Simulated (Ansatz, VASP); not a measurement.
# Si3N4 in VASP and in Ansatz

```
Si N
1.0
     4.13078    0.00000    0.00000
     0.00000    4.13078    0.00000
     0.00000    0.00000    4.13078
Si N
3 4
Direct
  0.00000 0.00000 0.50000
  0.50000 0.00000 0.00000
  0.00000 0.50000 0.00000
  0.23952 0.23952 0.76048
  0.76048 0.76048 0.76048
  0.23952 0.76048 0.23952
  0.76048 0.23952 0.23952
```

Alike in both runs: task relaxation of cell and atoms; functional PBEsol; k mesh 6 × 6 × 6; occupations fermi-dirac, width 0.05 eV; no spin polarisation.

```csv
,VASP,Ansatz
version,VASP 6.6.1,Ansatz 0.2.0
potentials or method,"VASP PAW PBE potentials, release 64 (Si, N), cutoff 600 eV","all-electron LAPW, scalar-relativistic"
```

Ansatz gave:

| Item | Value |
| --- | --- |
| relaxed volume (Å³/atom) | 9.88 |
| relaxed cell length with the largest relative difference (Å) | 4.104 |

**Question.** Estimate VASP's values.

**Answer.** Relaxed volume (Å³/atom): 9.89; relaxed cell length with the largest relative difference (Å): 4.106.

VASP's potentials were made for PBE, not for PBEsol. Ansatz ran all-electron here, and VASP with PAW potentials.

Noted on Ansatz's run: the k mesh is thin for a metal, which can move the energy by tens of meV per atom.
